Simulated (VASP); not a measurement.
# Cu (Fm-3m) in VASP: single point with PBE

Aim: the single point of Cu with PBE.

All numbers are computed with VASP 6.6.1; they aren't measurements. Logs are shortened: lines on timing, memory, paths and dates and some standing lists are left out, and cuts for length are marked.

### 1 The cell of the first run

It takes space group Fm-3m (No. 225, cubic). Conventional cell: a = 3.747 Å, b = 3.747 Å, c = 3.747 Å, α = 90.00°, β = 90.00°, γ = 90.00°. Within 3.5 Å of Cu (site symmetry m-3m) lie 12 Cu at 2.65 Å.

### 2 Single point, PBE (13.15 Å³/atom)

INCAR

```
SYSTEM = Cu
PREC = Accurate
ENCUT = 820
EDIFF = 1E-6
ISMEAR = 0
SIGMA = 0.1
LREAL = .FALSE.
LASPH = .TRUE.
NELM = 120
ALGO = Normal
ISIF = 2
LWAVE = .FALSE.
LCHARG = .FALSE.
GGA = PE
NBANDS = 16
GGA_COMPAT = .FALSE.
```

KPOINTS

```
regular mesh
0
G
  20 20 20
  0 0 0
```

POSCAR

```
Cu
1.0
    0.0000000000      1.8734584742      1.8734584742
    1.8734584742      0.0000000000      1.8734584742
    1.8734584742      1.8734584742      0.0000000000
Cu
1
Direct
    0.0000000000      0.0000000000      0.0000000000
```

Potentials or basis: VASP PAW PBE potentials, release 64 (Cu_sv_GW).

Command:

```console
> cat potpaw_PBE.64/Cu_sv_GW/POTCAR > POTCAR
> mpirun -np 1 vasp_std > vasp.out
```

OUTCAR:

```text
SYSTEM = Cu
   PREC = Accurate
   ENCUT = 820
   EDIFF = 1E-6
   ISMEAR = 0
   LREAL = .FALSE.
   LASPH = .TRUE.
   NELM = 120
   ISIF = 2
   GGA = PE

 ion  position               nearest neighbor table
   1  0.000  0.000  0.000-

  LATTYP: Found a face centered cubic cell.
 ALAT       =     3.7469169484

  Lattice vectors:

 A1 = (   0.0000000000,   1.8734584742,   1.8734584742)
 A2 = (   1.8734584742,   0.0000000000,   1.8734584742)
 A3 = (   1.8734584742,   1.8734584742,   0.0000000000)

Analysis of symmetry for initial positions (statically):
=====================================================================
 Subroutine PRICEL returns:
 Original cell was already a primitive cell.

 Routine SETGRP: Setting up the symmetry group for a
 face centered cubic supercell.

 Subroutine GETGRP returns: Found 48 space group operations
 (whereof 48 operations were pure point group operations)
 out of a pool of 48 trial point group operations.

The static configuration has the point symmetry O_h .

Analysis of symmetry for dynamics (positions and initial velocities):
=====================================================================
 Subroutine PRICEL returns:
 Original cell was already a primitive cell.

 Routine SETGRP: Setting up the symmetry group for a
 face centered cubic supercell.

 Subroutine GETGRP returns: Found 48 space group operations
 (whereof 48 operations were pure point group operations)
 out of a pool of 48 trial point group operations.

The dynamic configuration has the point symmetry O_h .

 Subroutine INISYM returns: Found 48 space group operations
 (whereof 48 operations are pure point group operations),
 and found     1 'primitive' translations

----------------------------------------------------------------------------------------

                                     Primitive cell

  volume of cell :      13.1511

  direct lattice vectors                    reciprocal lattice vectors
     0.000000000  1.873458474  1.873458474    -0.266886086  0.266886086  0.266886086
     1.873458474  0.000000000  1.873458474     0.266886086 -0.266886086  0.266886086
     1.873458474  1.873458474  0.000000000     0.266886086  0.266886086 -0.266886086

  length of vectors
     2.649470383  2.649470383  2.649470383     0.462260261  0.462260261  0.462260261

  position of ions in fractional coordinates (direct lattice)
     0.000000000  0.000000000  0.000000000

  ion indices of the primitive-cell ions
   primitive index   ion index
                 1           1

[... 70 lines left out ...]
   NELM   =    120;   NELMIN=  2; NELMDL= -5     # of ELM steps
   EDIFF  = 0.1E-05   stopping-criterion for ELM
   LREAL  =      F    real-space projection
   EDIFFG = 0.1E-04   stopping-criterion for IOM
   NSW    =      0    number of steps for IOM
   IBRION =     -1    ionic relax: 0-MD 1-quasi-New 2-CG
   NFREE  =      0    steps in history (QN), initial steepest desc. (CG)
   ISIF   =      2    stress and relaxation
   ISYM   =      2    0-nonsym 1-usesym 2-fastsym
   POTIM  = 0.5000    time-step for ionic-motion
   TEBEG  =    0.0;   TEEND  =   0.0 temperature during run
   PSTRESS=    0.0 pullay stress
   NELECT =      19.0000    total number of electrons
   NUPDOWN=      -1.0000    fix difference up-down
   EMIN   =  10.00;   EMAX   =-10.00  energy-range for DOS
   EFERMI =   0.00;   METHOD = LEGACY
   ISMEAR =     0;   SIGMA  =   0.10  broadening in eV -4-tet -1-fermi 0-gaus
   EFERMI_NEDOS =   21; number of points for ismear=-14 and -15
   IALGO  =     38    algorithm
   IMIX   =      4    mixing-type and parameters
     AMIX     =   0.40;   BMIX     =  1.00
     AMIX_MAG =   1.60;   BMIX_MAG =  1.00
  volume/ion in A,a.u.               =      13.15        88.75
  Fermi-wavevector in a.u.,A,eV,Ry     =   1.850711  3.497337 46.601744  3.425132
  Thomas-Fermi vector in A             =   2.900836
   LORBIT       =      0    0 simple, 1 ext, 2 COOP (PROOUT), +10 PAW based schemes
   GGA     = PE    functional components
   LHFCALC =     F    Hartree Fock is set to
   AEXX    =    0.0000 exact exchange contribution
   IVDW    =     0    specifies the selected vdW correction
   LEPSILON=     F    determine dielectric tensor
   LRPA    =     F    only Hartree local field effects (RPA)
 non-spin polarized calculation
 Gauss-broadening in eV      SIGMA  =   0.10
  energy-cutoff  :      820.00
  volume of cell :       13.15
 maximum number of plane-waves:       725
 NGX is ok and might be reduce to    28
   NGX = 13   NGY = 13   NGZ = 13

 number of electron      18.9999998 magnetization

 Free energy of the ion-electron system (eV)
  ---------------------------------------------------
  ext. energy  EPLUGINS =         0.00000000
  ---------------------------------------------------
  free energy    TOTEN  =        -3.75435057 eV

  energy without entropy =       -3.75293367  energy(sigma->0) =       -3.75364212

 E-fermi :   6.3115     XC(G=0): -12.6868

 val. band max:        6.2988763452   @ k =   0.5000   0.1000   0.0000
 cond. band min:       6.3177086211   @ k =   0.5000   0.3500   0.1500
 fundamental gap:      0.0188322759
 Fermi energy:         6.3115182298

 k-point     1 :       0.0000    0.0000    0.0000
  band No.  band energies     occupation
      1    -106.0009      2.00000
      2     -63.3380      2.00000
      3     -63.3380      2.00000
      4     -63.3380      2.00000
      5      -2.2847      2.00000
      6       3.6420      2.00000
[... 433 lines left out ...]
      3     -63.3485      2.00000
      4     -63.3461      2.00000
      5       1.3333      2.00000
      6       3.6671      2.00000
[... 8 lines left out ...]
     15      30.2641      0.00000
     16      31.8211      0.00000

 [... further k-points ...]

------------------------ aborting loop because EDIFF is reached ----------------------------------------

  FORCE on cell =-STRESS in cart. coord.  units (eV):
  Direction    XX          YY          ZZ          XY          YZ          ZX
  --------------------------------------------------------------------------------------
  -------------------------------------------------------------------------------------
  Total       -0.9025627     -0.9025627     -0.9025627      0.0000000      0.0000000      0.0000000
  in kB     -109.9577327   -109.9577327   -109.9577327      0.0000000      0.0000000      0.0000000
  external PRESSURE =    -109.9577327 kB  Pullay stress =       0.0000000 kB

 VOLUME and BASIS-vectors are now :
 -----------------------------------------------------------------------------
  energy-cutoff  :      820.00
  volume of cell :       13.15
      direct lattice vectors                 reciprocal lattice vectors
     0.000000000  1.873458474  1.873458474    -0.266886086  0.266886086  0.266886086
     1.873458474  0.000000000  1.873458474     0.266886086 -0.266886086  0.266886086
     1.873458474  1.873458474  0.000000000     0.266886086  0.266886086 -0.266886086

 POSITION                                       TOTAL-FORCE (eV/Angst)
 -----------------------------------------------------------------------------------
      0.00000      0.00000      0.00000         0.000000      0.000000     -0.000000
 -----------------------------------------------------------------------------------
    total drift:                               -0.000000     -0.000000     -0.000000

  FREE ENERGIE OF THE ION-ELECTRON SYSTEM (eV)
  ---------------------------------------------------
  free  energy   TOTEN  =        -3.7543505709 eV

  energy  without entropy=       -3.7529336710  energy(sigma->0) =       -3.75364212
```

OSZICAR:

```text
N       E                     dE             d eps       ncg     rms          rms(c)
DAV:   1     0.255821627292E+03    0.25582E+03   -0.15071E+04 10792   0.482E+03
DAV:   2     0.710590311958E+01   -0.24872E+03   -0.23656E+03 12296   0.969E+02
DAV:   3    -0.435426842380E+01   -0.11460E+02   -0.11425E+02 11424   0.199E+02
DAV:   4    -0.453300268853E+01   -0.17873E+00   -0.17871E+00 11112   0.175E+01
DAV:   5    -0.454526730293E+01   -0.12265E-01   -0.12265E-01 12232   0.520E+00    0.777E+00
DAV:   6    -0.441719087358E+01    0.12808E+00   -0.59459E+00 12048   0.193E+02    0.601E+00
DAV:   7    -0.376567050672E+01    0.65152E+00   -0.20658E+00  9792   0.109E+02    0.139E+00
DAV:   8    -0.375511641606E+01    0.10554E-01   -0.33693E-02 12704   0.458E+00    0.329E-01
DAV:   9    -0.375447460481E+01    0.64181E-03   -0.34276E-03 13056   0.421E+00    0.980E-02
DAV:  10    -0.375435034268E+01    0.12426E-03   -0.23018E-04 13304   0.110E+00    0.367E-03
DAV:  11    -0.375435057087E+01   -0.22819E-06   -0.12417E-06  8296   0.648E-02
   1 F= -.37543506E+01 E0= -.37536421E+01  d E =-.141690E-02
```

Run time: 1.8 min. Hardware: 1 thread of Intel Xeon Platinum 8488C (Sapphire Rapids), shared host; peak memory 0.27 GiB.

Results:

```yaml
Free_energy: -3.7544 eV
Pressure: -11.0 GPa
Band_gap_on_the_k_mesh: zero (an odd number of electrons rules out a gap without spin polarisation)
```

Levels at points of the mesh, in eV from the Fermi level:
| k point | band 7 | band 8 | band 9 | band 10 | band 11 | band 12 | band 13 | band 14 |
| --- | --- | --- | --- | --- | --- | --- | --- | --- |
| (0.00, 0.00, 0.00) | -2.67 | -2.67 | -1.97 | -1.97 | 21.74 | 23.55 | 23.55 | 23.55 |
| (0.50, 0.00, 0.00) | -2.70 | -1.48 | -1.48 | -0.72 | 3.26 | 20.28 | 20.43 | 20.43 |
| (0.50, 0.50, 0.00) | -1.49 | -1.35 | -1.35 | 1.55 | 6.40 | 12.25 | 12.25 | 16.53 |

Caveat: the cell stands under tension.
